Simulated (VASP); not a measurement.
Set up this calculation in VASP 6.6.1, as the native input.

| Item | Value |
| --- | --- |
| Task | G0W0 quasiparticle levels |
| Functional | r2SCAN |
| Potentials or basis | VASP PAW PBE potentials, release 64 (Mg_GW, O_GW) |
| Cutoff | 500 eV |
| k mesh | 6 × 6 × 6 |
| Occupations | gaussian, width 0.01 eV |
| Spin | no spin polarisation |
| Dipole correction | no |
| GW scheme | G0W0 |
| GW iterations | 1 |
| Cutoff of the response function | 140 |
| Frequency points | 48 |
| Empty bands | 67 |
| Further INCAR settings | ALGO = EVGW0; EDIFF = 1e-08; NBANDS = 71 |

MgO:

```xyz
2
Lattice="2.6233 0.0000 0.0000 0.0000 2.6233 0.0000 0.0000 0.0000 2.6233" Properties=species:S:1:pos:R:3 pbc="T T T"
Mg    0.0000    0.0000    0.0000
O     1.3117    1.3117    1.3117
```

These files were run (other wordings do the same):

POSCAR

```
MgO
1.0
    2.6233491281      0.0000000000      0.0000000000
    0.0000000000      2.6233491281      0.0000000000
    0.0000000000      0.0000000000      2.6233491281
Mg O
1 1
Direct
    0.0000000000      0.0000000000      0.0000000000
    0.5000000000      0.5000000000      0.5000000000
```

INCAR.step1

```
PREC = Accurate
ENCUT = 500
EDIFF = 1E-8
ISMEAR = 0
SIGMA = 0.01
LREAL = False
LASPH = True
NELM = 60
ALGO = Normal
LWAVE = True
LCHARG = False
METAGGA = R2SCAN
LMIXTAU = True
```

INCAR.step2

```
PREC = Accurate
ENCUT = 500
EDIFF = 1E-8
ISMEAR = 0
SIGMA = 0.01
LREAL = False
LASPH = True
NELM = 1
ALGO = Exact
LWAVE = True
LCHARG = False
METAGGA = R2SCAN
LMIXTAU = True
NBANDS = 71
LOPTICS = True
ISTART = 1
```

INCAR.step3

```
PREC = Accurate
ENCUT = 500
EDIFF = 1E-8
ISMEAR = 0
SIGMA = 0.01
LREAL = False
LASPH = True
ALGO = EVGW0
LWAVE = False
LCHARG = False
METAGGA = R2SCAN
LMIXTAU = True
NELMGW = 1
NBANDS = 71
ENCUTGW = 140.0
NOMEGA = 48
PRECFOCK = Fast
ISTART = 1
NBANDSGW = 12
```

KPOINTS

```
regular mesh
0
Gamma
  6 6 6
```

Potentials or basis: VASP PAW PBE potentials, release 64 (Mg_GW, O_GW).

Launch:

```console
$ cat potpaw_PBE.64/Mg_GW/POTCAR potpaw_PBE.64/O_GW/POTCAR > POTCAR
$ cp INCAR.step1 INCAR
$ mpirun -np 1 vasp_std > vasp.out
$ cp INCAR.step2 INCAR
$ mpirun -np 1 vasp_std > vasp.out
$ cp INCAR.step3 INCAR
$ mpirun -np 1 vasp_std > vasp.out
```

Results of the run:

```yaml
Quasiparticle_gap: 5.02 eV
Least_direct_quasiparticle_gap: 6.21 eV
Band_gap_of_the_starting_levels_on_the_mesh: 3.45 eV
Least_direct_gap_of_the_starting_levels_on_the_mesh: 4.50 eV
```

Caveat: the k points lie up to 0.40 Å⁻¹ apart; bands, screening cutoff and mesh are small and nothing is extrapolated, so the quasiparticle values aren't converged.

It took 85 s on 1 thread of Intel(R) Xeon(R) 6975P-C (Granite Rapids), on a shared host, peak memory 0.31 GiB.
